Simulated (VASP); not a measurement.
The system is Al3BN2.

```xyz
6
Lattice="3.2300 0.0000 0.0000 -1.6150 2.7973 0.0000 0.0000 0.0000 7.9100" Properties=species:S:1:pos:R:3 pbc="T T T"
Al    1.6150    0.9324    5.2736
Al    0.0000    0.0000    0.0000
Al    0.0000    1.8648    2.6364
B     0.0000    0.0000    1.9775
N     1.6150    0.9324    7.2511
N     0.0000    1.8648    4.6139
```

| Item | Value |
| --- | --- |
| Program | VASP 6.6.1 |
| Task | relaxation of cell and atoms |
| Functional | PBE |
| Potentials or basis | VASP PAW PBE potentials, release 64 (Al, B, N) |
| Cutoff | 600 eV |
| k mesh | 4 × 4 × 2 |
| Occupations | gaussian, width 0.15 eV |
| Spin | no spin polarisation |

At the start: pressure 1.9 GPa; volume 11.91 Å³/atom.

Problem. How do energy, volume and symmetry change on relaxing?

Solution. Over 10 steps the energy falls by 219.0 meV/atom and the volume is 11.79 Å³/atom (-1.0 %); space group P3m1 (No. 156, to 0.1 Å) before and after.

Step by step:
```csv
step,energy change (eV),largest force (eV/Å),pressure (GPa),volume (Å³)
1,0.0000,3.2750,1.91,71.47
2,-0.6734,1.3695,-2.16,72.93
3,-0.7890,1.9489,-3.76,73.80
4,-1.2226,1.1937,0.08,71.20
5,-1.2404,1.1381,1.29,70.63
6,-1.2805,0.9719,-0.39,71.26
7,-1.2944,0.6101,0.11,71.06
8,-1.3073,0.2309,-0.88,71.24
9,-1.3091,0.2199,-0.65,71.19
10,-1.3138,0.0599,0.25,70.73
```

Final structure:
```xyz
6
Lattice="3.0943 0.0000 0.0000 -1.5471 2.6797 0.0000 0.0000 0.0000 8.5295" Properties=species:S:1:pos:R:3 pbc="T T T"
Al    1.5471    0.8932    5.7672
Al    0.0000    0.0000    8.3241
Al    0.0000    1.7865    3.2213
B    -1.5471    2.6797    1.9365
N     1.5471    0.8932    7.6370
N     0.0000    1.7865    5.0997
```

Caveat: the k points lie up to 0.59 Å⁻¹ apart in the final cell, too coarse for converged energies and pressures of a metal; the relaxation stopped at a loose force limit of 0.08 eV/Å, so its end isn't a converged minimum.
